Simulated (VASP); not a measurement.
# C (R-3m) in VASP: further runs

Runs on C. Level: PBEsol. Tasks: single point.

Program: VASP 6.6.1. These are calculated values, not measurements. Logs are shortened: lines on timing, memory, paths and dates and some standing lists are left out, and cuts for length are marked.

**1. The cell of the first run**

The structure is trigonal, space group R-3m (No. 166). The conventional cell has a = 2.556 Å, b = 2.556 Å, c = 10.300 Å, α = 90.00°, β = 90.00°, γ = 120.00°. Within 2.1 Å of C (site symmetry 3m) lie 3 C at 1.55 Å.

**2. Single point, PBEsol (strained and its atoms moved)**

Input file INCAR:

```
SYSTEM = C
PREC     = Accurate       ! precision mode
ENCUT    = 520            ! plane-wave cutoff, eV
EDIFF    = 1E-6           ! SCF threshold, eV
ISMEAR   = 0              ! smearing method
SIGMA    = 0.02           ! smearing width, eV
LREAL    = .FALSE.        ! projectors in reciprocal space
LASPH    = .TRUE.         ! aspherical terms in the spheres
NELM     = 100            ! most SCF steps
ALGO     = Normal         ! electronic algorithm
ISIF     = 2              ! what is computed and relaxed
LWAVE    = .FALSE.        ! write WAVECAR
LCHARG   = .FALSE.        ! write CHGCAR
GGA      = PS             ! functional
NBANDS   = 11             ! bands
```

Input file KPOINTS:

```
regular mesh
0
G
  15 15 15
  0 0 0
```

Input file POSCAR:

```
C
1.0
    1.2781052609      0.7379144164      3.4332967788
   -1.2781052609      0.7379144164      3.4332967788
    0.0000000000     -1.4758288328      3.4332967788
C
2
Direct
    0.1888978379      0.1888978379      0.1888978379
    0.8111021621      0.8111021621      0.8111021621
```

Potentials or basis: VASP PAW PBE potentials, release 64 (C).

Launch:

```bash
$ cat potpaw_PBE.64/C/POTCAR > POTCAR
$ mpirun -np 1 vasp_std > vasp.out
```

OUTCAR:

```text
SYSTEM = C
   PREC = Accurate
   ENCUT = 520
   EDIFF = 1E-6
   ISMEAR = 0
   LREAL = .FALSE.
   LASPH = .TRUE.
   NELM = 100
   ISIF = 2
   GGA = PS

 ion  position               nearest neighbor table
   1  0.189  0.189  0.189-   2 1.55   2 1.55   2 1.55
   2  0.811  0.811  0.811-   1 1.55   1 1.55   1 1.55

  LATTYP: Found a trigonal (rhomboedric) cell.
 ALAT       =     3.7370573337
 COS(alpha) =     0.7660604129

  Lattice vectors:

 A1 = (   1.2781052609,   0.7379144164,   3.4332967788)
 A2 = (  -1.2781052609,   0.7379144164,   3.4332967788)
 A3 = (   0.0000000000,  -1.4758288328,   3.4332967788)

Analysis of symmetry for initial positions (statically):
=====================================================================
 Subroutine PRICEL returns:
 Original cell was already a primitive cell.

 Routine SETGRP: Setting up the symmetry group for a
 trigonal (rhombohedral) supercell.

 Subroutine GETGRP returns: Found 12 space group operations
 (whereof 12 operations were pure point group operations)
 out of a pool of 12 trial point group operations.

The static configuration has the point symmetry D_3d.

Analysis of symmetry for dynamics (positions and initial velocities):
=====================================================================
 Subroutine PRICEL returns:
 Original cell was already a primitive cell.

 Routine SETGRP: Setting up the symmetry group for a
 trigonal (rhombohedral) supercell.

 Subroutine GETGRP returns: Found 12 space group operations
 (whereof 12 operations were pure point group operations)
 out of a pool of 12 trial point group operations.

The dynamic configuration has the point symmetry D_3d.

 Subroutine INISYM returns: Found 12 space group operations
 (whereof 12 operations are pure point group operations),
 and found     1 'primitive' translations

----------------------------------------------------------------------------------------

                                     Primitive cell

  volume of cell :      19.4283

  direct lattice vectors                    reciprocal lattice vectors
     1.278105261  0.737914416  3.433296779     0.391204086  0.225861784  0.097088412
    -1.278105261  0.737914416  3.433296779    -0.391204086  0.225861784  0.097088412
     0.000000000 -1.475828833  3.433296779     0.000000000 -0.451723568  0.097088412

  length of vectors
     3.737057334  3.737057334  3.737057334     0.462039330  0.462039330  0.462039330

  position of ions in fractional coordinates (direct lattice)
     0.188897838  0.188897838  0.188897838
     0.811102162  0.811102162  0.811102162

  ion indices of the primitive-cell ions
   primitive index   ion index
                 1           1
                 2           2

----------------------------------------------------------------------------------------

 KPOINTS: regular mesh

Automatic generation of k-mesh.
 Grid dimensions read from file:
 generate k-points for:   15   15   15

 Generating k-lattice:

  Cartesian coordinates                     Fractional coordinates (reciprocal lattice)
     0.026080272  0.015057452  0.006472561     0.066666667 -0.000000000  0.000000000
    -0.026080272  0.015057452  0.006472561    -0.000000000  0.066666667  0.000000000
     0.000000000 -0.030114905  0.006472561     0.000000000  0.000000000  0.066666667

  Length of vectors
     0.030802622  0.030802622  0.030802622

  Shift w.r.t. Gamma in fractional coordinates (k-lattice)
     0.000000000  0.000000000  0.000000000

 Subroutine IBZKPT returns following result:
 ===========================================

 Found    344 irreducible k-points:

 Following reciprocal coordinates:
            Coordinates               Weight
  0.000000  0.000000  0.000000      1.000000
  0.066667  0.000000 -0.000000      6.000000
  0.133333  0.000000  0.000000      6.000000
  0.200000  0.000000  0.000000      6.000000
  0.266667  0.000000  0.000000      6.000000
  0.333333  0.000000 -0.000000      6.000000
[... 16 lines left out ...]
  0.133333  0.133333  0.000000      6.000000
  0.200000  0.133333  0.000000     12.000000
 [... further k-points ...]
   k-points           NKPTS =    344   k-points in BZ     NKDIM =    344   number of bands    NBANDS=     11
   number of dos      NEDOS =    301   number of ions     NIONS =      2
   total plane-waves  NPLWV =  21952
   dimension x,y,z NGX =    28 NGY =   28 NGZ =   28
   dimension x,y,z NGXF=    56 NGYF=   56 NGZF=   56
   ions per type =               2
   NGX,Y,Z   is equivalent  to a cutoff of  12.46, 12.46, 12.46 a.u.
   NGXF,Y,Z  is equivalent  to a cutoff of  24.91, 24.91, 24.91 a.u.
 SYSTEM =  C
   PREC   = accura    normal or accurate (medium, high low for compatibility)
   ISTART =      0    job   : 0-new  1-cont  2-samecut
   ICHARG =      2    charge: 1-file 2-atom 10-const
   ISPIN  =      1    spin polarized calculation?
   LNONCOLLINEAR =      F non collinear calculations
   LSORBIT =      F    spin-orbit coupling
   LASPH  =      T    aspherical Exc in radial PAW
   ENCUT  =  520.0 eV  38.22 Ry    6.18 a.u.   6.95  6.95  6.95*2*pi/ulx,y,z
   NELM   =    100;   NELMIN=  2; NELMDL= -5     # of ELM steps
   EDIFF  = 0.1E-05   stopping-criterion for ELM
   LREAL  =      F    real-space projection
   EDIFFG = 0.1E-04   stopping-criterion for IOM
   NSW    =      0    number of steps for IOM
   IBRION =     -1    ionic relax: 0-MD 1-quasi-New 2-CG
   NFREE  =      0    steps in history (QN), initial steepest desc. (CG)
   ISIF   =      2    stress and relaxation
   ISYM   =      2    0-nonsym 1-usesym 2-fastsym
   POTIM  = 0.5000    time-step for ionic-motion
   TEBEG  =    0.0;   TEEND  =   0.0 temperature during run
   PSTRESS=    0.0 pullay stress
   NELECT =       8.0000    total number of electrons
   NUPDOWN=      -1.0000    fix difference up-down
   EMIN   =  10.00;   EMAX   =-10.00  energy-range for DOS
   EFERMI =   0.00;   METHOD = LEGACY
   ISMEAR =     0;   SIGMA  =   0.02  broadening in eV -4-tet -1-fermi 0-gaus
   EFERMI_NEDOS =   21; number of points for ismear=-14 and -15
   IALGO  =     38    algorithm
   IMIX   =      4    mixing-type and parameters
     AMIX     =   0.40;   BMIX     =  1.00
     AMIX_MAG =   1.60;   BMIX_MAG =  1.00
  volume/ion in A,a.u.               =       9.71        65.55
  Fermi-wavevector in a.u.,A,eV,Ry     =   1.217941  2.301576 20.182630  1.483381
  Thomas-Fermi vector in A             =   2.353245
   LORBIT       =      0    0 simple, 1 ext, 2 COOP (PROOUT), +10 PAW based schemes
   GGA     = PS    functional components
   LHFCALC =     F    Hartree Fock is set to
   AEXX    =    0.0000 exact exchange contribution
   IVDW    =     0    specifies the selected vdW correction
   LEPSILON=     F    determine dielectric tensor
   LRPA    =     F    only Hartree local field effects (RPA)
 non-spin polarized calculation
 Gauss-broadening in eV      SIGMA  =   0.02
  energy-cutoff  :      520.00
  volume of cell :       19.43
 maximum number of plane-waves:       533
   NGX = 13   NGY = 13   NGZ = 13

 number of electron       8.0000000 magnetization

 Free energy of the ion-electron system (eV)
  ---------------------------------------------------
  ext. energy  EPLUGINS =         0.00000000
  ---------------------------------------------------
  free energy    TOTEN  =       -17.37016111 eV

  energy without entropy =      -17.37016111  energy(sigma->0) =      -17.37016111

 E-fermi :   3.2598     XC(G=0): -10.4117

 val. band max:        3.1782847694   @ k =  -0.3333   0.3333   0.0000
 cond. band min:       3.3872040219   @ k =  -0.3333   0.3333   0.0000
 fundamental gap:      0.2089192525
 Fermi energy:         3.2598108230

 k-point     1 :       0.0000    0.0000    0.0000
  band No.  band energies     occupation
      1     -14.4567      2.00000
      2      -1.6538      2.00000
      3       2.2185      2.00000
      4       2.2185      2.00000
      5       4.9522      0.00000
      6      11.3405      0.00000
      7      11.3405      0.00000
      8      13.7848      0.00000
      9      16.3029      0.00000
     10      25.2012      0.00000
     11      27.2593      0.00000

 k-point     2 :       0.0667    0.0000   -0.0000
  band No.  band energies     occupation
      1     -14.3528      2.00000
      2      -1.5722      2.00000
      3       1.7588      2.00000
      4       2.0186      2.00000
      5       5.0503      0.00000
      6      11.3505      0.00000
      7      11.6671      0.00000
      8      14.0474      0.00000
      9      16.0862      0.00000
     10      24.8919      0.00000
     11      26.3018      0.00000

 k-point     3 :       0.1333    0.0000    0.0000
  band No.  band energies     occupation
      1     -14.0420      2.00000
      2      -1.3322      2.00000
      3       0.5721      2.00000
      4       1.5129      2.00000
      5       5.3247      0.00000
      6      11.2437      0.00000
      7      12.5257      0.00000
      8      14.6834      0.00000
      9      15.6289      0.00000
     10      23.4247      0.00000
     11      25.8182      0.00000

 k-point     4 :       0.2000    0.0000    0.0000
  band No.  band energies     occupation
      1     -13.5269      2.00000
      2      -1.1705      2.00000
      3      -0.7751      2.00000
      4       0.8817      2.00000
      5       5.7062      0.00000
      6      10.9810      0.00000
      7      13.6491      0.00000
      8      14.2601      0.00000
      9      16.3213      0.00000
     10      21.6376      0.00000
     11      25.3995      0.00000

 k-point     5 :       0.2667    0.0000    0.0000
  band No.  band energies     occupation
      1     -12.8128      2.00000
      2      -2.8038      2.00000
      3      -0.3365      2.00000
      4       0.2679      2.00000
      5       6.0436      0.00000
      6      10.6997      0.00000
      7      13.3291      0.00000
      8      14.7475      0.00000
      9      17.5513      0.00000
     10      20.1718      0.00000
     11      25.1802      0.00000
[... 211 lines left out ...]
 k-point    21 :      -0.1333    0.0667    0.0000
  band No.  band energies     occupation
      1     -13.7409      2.00000
      2      -1.0256      2.00000
      3      -0.2638      2.00000
      4       0.9408      2.00000
      5       5.4183      0.00000
      6      11.4080      0.00000
      7      12.8273      0.00000
      8      14.8674      0.00000
      9      15.6978      0.00000
     10      22.4079      0.00000
     11      24.3717      0.00000

 k-point    22 :      -0.0667    0.0667    0.0000
  band No.  band energies     occupation
      1     -14.1498      2.00000
      2      -1.3608      2.00000
      3       0.9948      2.00000
      4       1.6072      2.00000
      5       5.1596      0.00000
      6      11.4465      0.00000
      7      12.0784      0.00000
      8      14.6013      0.00000
      9      15.6823      0.00000
     10      24.3622      0.00000
     11      24.5828      0.00000

 k-point    23 :       0.1333    0.1333    0.0000
  band No.  band energies     occupation
      1     -14.0251      2.00000
      2      -1.5142      2.00000
      3       0.5959      2.00000
      4       1.4922      2.00000
      5       5.5787      0.00000
      6      11.1651      0.00000
      7      12.5623      0.00000
      8      14.7765      0.00000
      9      15.5652      0.00000
     10      23.4462      0.00000
     11      25.3957      0.00000

 k-point    24 :       0.2000    0.1333    0.0000
  band No.  band energies     occupation
      1     -13.7079      2.00000
      2      -1.3582      2.00000
      3      -0.2638      2.00000
      4       0.9222      2.00000
      5       5.8897      0.00000
      6      11.3294      0.00000
      7      12.8779      0.00000
      8      15.0402      0.00000
      9      15.5933      0.00000
     10      22.5485      0.00000
     11      24.4586      0.00000

 [... further k-points ...]
[... 5 lines left out ...]
  --------------------------------------------------------------------------------------
  -------------------------------------------------------------------------------------
  Total       -3.8393383     -3.8393383     -3.4699083      0.0000000     -0.0000000     -0.0000000
  in kB     -316.6151950   -316.6151949   -286.1497502      0.0000000     -0.0000000     -0.0000000
  external PRESSURE =    -306.4600467 kB  Pullay stress =       0.0000000 kB

 VOLUME and BASIS-vectors are now :
 -----------------------------------------------------------------------------
  energy-cutoff  :      520.00
  volume of cell :       19.43
      direct lattice vectors                 reciprocal lattice vectors
     1.278105261  0.737914416  3.433296779     0.391204086  0.225861784  0.097088412
    -1.278105261  0.737914416  3.433296779    -0.391204086  0.225861784  0.097088412
     0.000000000 -1.475828833  3.433296779     0.000000000 -0.451723568  0.097088412

 POSITION                                       TOTAL-FORCE (eV/Angst)
 -----------------------------------------------------------------------------------
      0.00000      0.00000      1.94563         0.000000      0.000000     -7.467913
      0.00000      0.00000      8.35426         0.000000     -0.000000      7.467913
 -----------------------------------------------------------------------------------
    total drift:                               -0.000000      0.000000     -0.000000

  FREE ENERGIE OF THE ION-ELECTRON SYSTEM (eV)
  ---------------------------------------------------
  free  energy   TOTEN  =       -17.3701611131 eV

  energy  without entropy=      -17.3701611131  energy(sigma->0) =      -17.37016111
```

It took 71 s on 1 thread of Intel Xeon Platinum 8259CL at 2.50GHz (Skylake/Cascade Lake), shared host; peak memory 0.19 GiB.

Results:

```
Free energy            : -17.3702 eV
Pressure               : -30.6 GPa
Largest force          : 7.468 eV/Å
Band gap on the k mesh : 0.21 eV, direct
```

Forces in eV/Å, atoms in the order of the input:
```
C    0.000  0.000 -7.468
C    0.000  0.000  7.468
```

Stress tensor (GPa, compression positive):
```
-31.66   0.00   0.00
  0.00 -31.66   0.00
  0.00   0.00 -28.61
```

Caveat: the cell differs from its parent crystal (strained and its atoms moved); the PAW data sets were made with another functional, which shifts forces and pressure a little.

**3. Single point, PBEsol (strained)**

Input file INCAR:

```
PREC = Accurate ; ENCUT = 520
EDIFF = 1E-6 ; ISMEAR = 0
SIGMA = 0.02 ; LREAL = F
LASPH = T ; NELM = 100
ALGO = Normal ; ISIF = 2
LWAVE = F ; LCHARG = F
GGA = PS ; NBANDS = 11
```

Input file KPOINTS:

```
Automatic mesh
0
Gamma
  15 15 15
```

Input file POSCAR:

```
C
1.0
    1.2474660036      0.7202248329      3.0987630454
   -1.2474660036      0.7202248329      3.0987630454
    0.0000000000     -1.4404496659      3.0987630454
C
2
Direct
    0.1610122595      0.1610122595      0.1610122595
    0.8389877405      0.8389877405      0.8389877405
```

Potentials or basis: VASP PAW PBE potentials, release 64 (C).

Launch:

```bash
$ cat potpaw_PBE.64/C/POTCAR > POTCAR
$ mpirun -np 1 vasp_std > vasp.out
```

Wall time 54 s (1 thread of Intel Xeon Platinum 8488C (Sapphire Rapids), shared host); peak memory 0.18 GiB.

It converged, with:

| Property | Result |
| --- | --- |
| Free energy | -19.1496 eV |
| Pressure | -11.0 GPa |
| Largest force | 1.646 eV/Å |
| Band gap on the k mesh | 0.65 eV, direct |

Forces in eV/Å, atoms in the order of the input:
```
C    0.000  0.000  1.646
C    0.000  0.000 -1.646
```

Stress tensor (GPa, compression positive):
```
-17.79   0.00   0.00
  0.00 -17.79   0.00
  0.00   0.00   2.73
```

Levels at points of the mesh, in eV from the valence-band top:
```csv
k point,band 1,band 2,band 3,band 4,band 5,band 6,band 7,band 8
"(0.00, 0.00, 0.00)",-19.22,-5.49,-2.64,-2.64,4.83,8.33,8.33,11.35
```

Caveat: the cell differs from its parent crystal (strained); the PAW data sets were made with another functional, which shifts forces and pressure a little. A k mesh can miss the band edges.
